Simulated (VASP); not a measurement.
# Al32H (a cell with a defect) in VASP: single point with PBE

Aim: the single point of Al32H (a cell with a defect) with PBE.

All numbers are computed with VASP 6.6.1; they aren't measurements. Logs are shortened: lines on timing, memory, paths and dates and some standing lists are left out, and cuts for length are marked.

**1. The cell of the first run**

The cell holds a defect, 33 atoms: a = 8.100 Å, b = 8.100 Å, c = 8.100 Å, α = 90.00°, β = 90.00°, γ = 90.00°.

**2. Single point, PBE**

Contents of INCAR:

```
PREC     = Accurate       # precision mode
ENCUT    = 520            # plane-wave cutoff, eV
EDIFF    = 1E-6           # SCF threshold, eV
ISMEAR   = 0              # smearing method
SIGMA    = 0.05           # smearing width, eV
LREAL    = Auto         
LASPH    = True           # aspherical terms in the spheres
NELM     = 80             # most SCF steps
ALGO     = Normal         # electronic algorithm
ISIF     = 2              # what is computed and relaxed
LWAVE    = False          # write WAVECAR
LCHARG   = False          # write CHGCAR
GGA      = PE             # functional
NBANDS   = 70             # bands
```

Contents of KPOINTS:

```
regular mesh
0
Gamma
  3 3 3
```

Contents of POSCAR:

```
Al32H
1.0
    8.1000000000      0.0000000000      0.0000000000
    0.0000000000      8.1000000000      0.0000000000
    0.0000000000      0.0000000000      8.1000000000
Al H
32 1
Direct
    0.5011949383     -0.0002619753     -0.0018122222
    0.7483992593      0.2506883951     -0.0018092593
    0.7515437037      0.0016823457      0.2493675309
   -0.0016290123     -0.0012098765     -0.0014171605
    0.2512201235      0.2516391358     -0.0014180247
    0.4995137037      0.4999300000     -0.0025253086
    0.7500818519      0.7504981481     -0.0025256790
    0.2703022222     -0.0202900000      0.2578028395
    0.4980430864      0.2487508642      0.2493677778
    0.7439954321      0.5060159259      0.2490501235
    0.5037081481     -0.0006464198      0.5030683951
    0.7458844444      0.2510749383      0.5030717284
    0.7513277778      0.0007230864      0.7489969136
   -0.0006771605      0.5016117284     -0.0018106173
    0.2502730864      0.7488160494     -0.0018108642
   -0.0207333333      0.2707456790      0.2578177778
    0.2483283951      0.4984646914      0.2493669136
    0.5055916049      0.7444198765      0.2490487654
    0.0015733333      0.0019933333      0.4991504938
    0.2480185185      0.2484386420      0.4991517284
    0.4985881481      0.4990072840      0.5003539506
    0.7510038272      0.7514228395      0.5003553086
    0.2503700000     -0.0003592593      0.7514471605
    0.4982659259      0.2497038272      0.7489980247
    0.7493170370      0.5006938272      0.7497703704
    0.0012598765      0.7519653086      0.2493683951
   -0.0010638272      0.5041271605      0.5030730864
    0.2506576543      0.7463033333      0.5030669136
   -0.0007718519      0.2507825926      0.7514524691
    0.2492887654      0.4986844444      0.7489967901
    0.5002817284      0.7497290123      0.7497667901
    0.0003080247      0.7517464198      0.7489981481
    0.1247530864      0.1251972840      0.1843276543
```

Potentials or basis: VASP PAW PBE potentials, release 64 (Al, H).

The run is started by

```bash
$ cat potpaw_PBE.64/Al/POTCAR potpaw_PBE.64/H/POTCAR > POTCAR
$ mpirun -np 1 vasp_std > vasp.out
```

OUTCAR:

```text
PREC = Accurate
   ENCUT = 520
   EDIFF = 1E-6
   ISMEAR = 0
   LREAL = Auto
   LASPH = True
   NELM = 80
   ISIF = 2
   GGA = PE

 ion  position               nearest neighbor table
   1  0.501  1.000  0.998-   8 2.82  23 2.85   7 2.85   2 2.85  31 2.85  24 2.86  13 2.86   9 2.87
                             3 2.87  15 2.87   5 2.87  18 2.90
   2  0.748  0.251  0.998-  16 2.82  29 2.85   6 2.85   1 2.85  25 2.85  13 2.86  24 2.86   3 2.86
                             9 2.87  14 2.87   4 2.87  10 2.90
   3  0.752  0.002  0.249-   4 2.85  16 2.86  26 2.86  19 2.86   2 2.86   9 2.87  22 2.87   1 2.87
                            11 2.87   7 2.88  12 2.88  18 2.88
   4  0.998  0.999  0.999-  33 2.09   7 2.84  32 2.84  13 2.84  26 2.85   3 2.85  29 2.86  23 2.86
                             2 2.87  15 2.87   5 2.90   8 3.05  16 3.05
   5  0.251  0.252  0.999-  33 2.09   6 2.84  24 2.84  30 2.84   9 2.85  17 2.85  29 2.86  23 2.86
                            14 2.87   1 2.87   4 2.90   8 3.05  16 3.05
   6  0.500  0.500  0.997-  10 2.84  18 2.84   5 2.84  31 2.85  25 2.85  15 2.85   2 2.85  30 2.86
                            24 2.86   7 2.87   9 2.88  17 2.88
   7  0.750  0.750  0.997-  10 2.84  18 2.84   4 2.84  31 2.85  25 2.85   1 2.85  14 2.85  13 2.86
                            32 2.86   6 2.87  26 2.88   3 2.88
   8  0.270  0.980  0.258-  33 1.77  18 2.70  28 2.75  11 2.75  15 2.82   1 2.82   9 2.86  26 2.86
                            19 2.93  20 2.93   5 3.05   4 3.05  16 3.33
   9  0.498  0.249  0.249-   5 2.85   8 2.86  17 2.86  20 2.86   1 2.87   3 2.87  21 2.87   2 2.87
[... 32 lines left out ...]
                            22 2.86  21 2.86  24 2.88  32 2.88
  26  0.001  0.752  0.249-   4 2.85   8 2.86   3 2.86  19 2.86  15 2.87  17 2.87  22 2.87  14 2.87
                            27 2.87   7 2.88  28 2.88  10 2.88
  27  0.999  0.504  0.503-  16 2.75  32 2.83  28 2.83  22 2.84  25 2.84  30 2.84  26 2.87  29 2.87
                            17 2.88  20 2.89  12 2.90  10 2.92
  28  0.251  0.746  0.503-   8 2.75  30 2.83  27 2.83  21 2.84  31 2.84  32 2.84  17 2.87  23 2.87
                            26 2.88  19 2.89  11 2.90  18 2.92
  29  0.999  0.251  0.751-  14 2.85   2 2.85  13 2.85  30 2.85   5 2.86   4 2.86  25 2.86  20 2.87
                            19 2.87  27 2.87  12 2.87  23 2.88
  30  0.249  0.499  0.749-  28 2.83  27 2.84   5 2.84  21 2.85  24 2.85  29 2.85   6 2.86  14 2.86
                            15 2.86  20 2.86  31 2.88  32 2.88
  31  0.500  0.750  0.750-  11 2.84  28 2.84   6 2.85   7 2.85  25 2.85   1 2.85  15 2.85  23 2.86
                            22 2.86  21 2.86  30 2.88  13 2.88
  32  0.000  0.752  0.749-  27 2.83  28 2.84   4 2.84  22 2.85  13 2.85  23 2.85   7 2.86  15 2.86
                            14 2.86  19 2.86  25 2.88  30 2.88
  33  0.125  0.125  0.184-   8 1.77  16 1.77   4 2.09   5 2.09

  LATTYP: Found a simple cubic cell.
 ALAT       =     8.1000000000

  Lattice vectors:

 A1 = (   8.1000000000,   0.0000000000,   0.0000000000)
 A2 = (   0.0000000000,   8.1000000000,   0.0000000000)
 A3 = (   0.0000000000,   0.0000000000,   8.1000000000)

Analysis of symmetry for initial positions (statically):
=====================================================================
 Subroutine PRICEL returns:
[... 193 lines left out ...]
     AMIX     =   0.40;   BMIX     =  1.00
     AMIX_MAG =   1.60;   BMIX_MAG =  1.00
  volume/ion in A,a.u.               =      16.10       108.68
  Fermi-wavevector in a.u.,A,eV,Ry     =   0.928639  1.754874 11.733269  0.862371
  Thomas-Fermi vector in A             =   2.054837
   LORBIT       =      0    0 simple, 1 ext, 2 COOP (PROOUT), +10 PAW based schemes
   GGA     = PE    functional components
   LHFCALC =     F    Hartree Fock is set to
   AEXX    =    0.0000 exact exchange contribution
   IVDW    =     0    specifies the selected vdW correction
   LEPSILON=     F    determine dielectric tensor
   LRPA    =     F    only Hartree local field effects (RPA)
 non-spin polarized calculation
 Gauss-broadening in eV      SIGMA  =   0.05
  energy-cutoff  :      520.00
  volume of cell :      531.44
 maximum number of plane-waves:     14358
   NGX = 31   NGY = 31   NGZ = 31

 number of electron      96.9999998 magnetization

 Free energy of the ion-electron system (eV)
  ---------------------------------------------------
  ext. energy  EPLUGINS =         0.00000000
  ---------------------------------------------------
  free energy    TOTEN  =      -123.19454452 eV

  energy without entropy =     -123.19023219  energy(sigma->0) =     -123.19238835

 E-fermi :   7.8035     XC(G=0): -10.1932

 val. band max:        7.7300439154   @ k =  -0.3333  -0.3333   0.3333
 cond. band min:       7.8304933004   @ k =   0.0000   0.0000   0.3333
 fundamental gap:      0.1004493850
 Fermi energy:         7.8034636048

 k-point     1 :       0.0000    0.0000    0.0000
  band No.  band energies     occupation
      1      -3.2561      2.00000
      2      -1.5132      2.00000
      3      -0.9651      2.00000
      4      -0.9417      2.00000
      5      -0.9220      2.00000
      6      -0.9031      2.00000
[... 871 lines left out ...]
     59       9.7367      0.00000
     60       9.7647      0.00000
 [bands above 60 left out]

------------------------ aborting loop because EDIFF is reached ----------------------------------------

  FORCE on cell =-STRESS in cart. coord.  units (eV):
  Direction    XX          YY          ZZ          XY          YZ          ZX
  --------------------------------------------------------------------------------------
  -------------------------------------------------------------------------------------
  Total        2.3169197      2.3164494      1.1193326     -1.6567951      0.0039121     -0.0030649
  in kB        6.9850017      6.9835836      3.3745408     -4.9948716      0.0117943     -0.0092401
  external PRESSURE =       5.7810420 kB  Pullay stress =       0.0000000 kB

 VOLUME and BASIS-vectors are now :
 -----------------------------------------------------------------------------
  energy-cutoff  :      520.00
  volume of cell :      531.44
      direct lattice vectors                 reciprocal lattice vectors
     8.100000000  0.000000000  0.000000000     0.123456790  0.000000000  0.000000000
     0.000000000  8.100000000  0.000000000     0.000000000  0.123456790  0.000000000
     0.000000000  0.000000000  8.100000000     0.000000000  0.000000000  0.123456790

 POSITION                                       TOTAL-FORCE (eV/Angst)
 -----------------------------------------------------------------------------------
      4.05968      8.09788      8.08532        -0.010252     -0.003285      0.016605
      6.06203      2.03058      8.08534         0.010706      0.003265      0.018297
      6.08750      0.01363      2.01988         0.001227      0.000878      0.010827
      8.08681      8.09020      8.08852        -0.031958     -0.033002     -0.008130
      2.03488      2.03828      8.08851         0.033187      0.032143     -0.007958
      4.04606      4.04943      8.07955         0.003164      0.002087      0.008010
[... 25 lines left out ...]
      0.00250      6.08915      6.06688         0.001665      0.000162      0.002763
      1.01050      1.01410      1.49305         0.000079     -0.000056     -0.495523
 -----------------------------------------------------------------------------------
    total drift:                               -0.005501      0.006961     -0.035237

  FREE ENERGIE OF THE ION-ELECTRON SYSTEM (eV)
  ---------------------------------------------------
  free  energy   TOTEN  =      -123.1945445193 eV

  energy  without entropy=     -123.1902321897  energy(sigma->0) =     -123.19238835
```

It took 11 min on 1 thread of Oxide Virtual Turin-like, shared host; peak memory 0.61 GiB.

Results:

* Free energy: -123.1945 eV
* Pressure: 0.6 GPa
* Largest force: 0.496 eV/Å
* Band gap on the k mesh: zero (an odd number of electrons rules out a gap without spin polarisation)

Forces on the atoms (eV/Å):
```
Al  -0.010 -0.003  0.017
Al   0.011  0.003  0.018
Al   0.001  0.001  0.011
Al  -0.032 -0.033 -0.008
Al   0.033  0.032 -0.008
Al   0.003  0.002  0.008
Al  -0.002 -0.003  0.008
Al  -0.032  0.032  0.076
Al  -0.002 -0.001  0.010
Al   0.005 -0.005  0.011
Al   0.011 -0.005  0.023
Al  -0.010  0.004  0.024
Al   0.000  0.003  0.001
Al  -0.002 -0.010  0.018
Al   0.004  0.010  0.017
Al   0.033 -0.033  0.077
Al  -0.001 -0.001  0.011
Al  -0.006  0.006  0.014
Al   0.005  0.006  0.007
Al  -0.006 -0.005  0.006
Al  -0.009 -0.008  0.002
Al   0.008  0.008  0.002
Al   0.001 -0.001  0.033
Al   0.000 -0.002  0.002
Al  -0.004  0.004  0.012
Al   0.001  0.002  0.010
Al  -0.004  0.010  0.023
Al   0.005 -0.011  0.023
Al  -0.001  0.001  0.031
Al  -0.003  0.000  0.002
Al   0.001 -0.001  0.012
Al   0.002  0.000  0.003
H    0.000  0.000 -0.496
```

The gap in the log of VASP goes by the Fermi energy; the results here count the filled bands.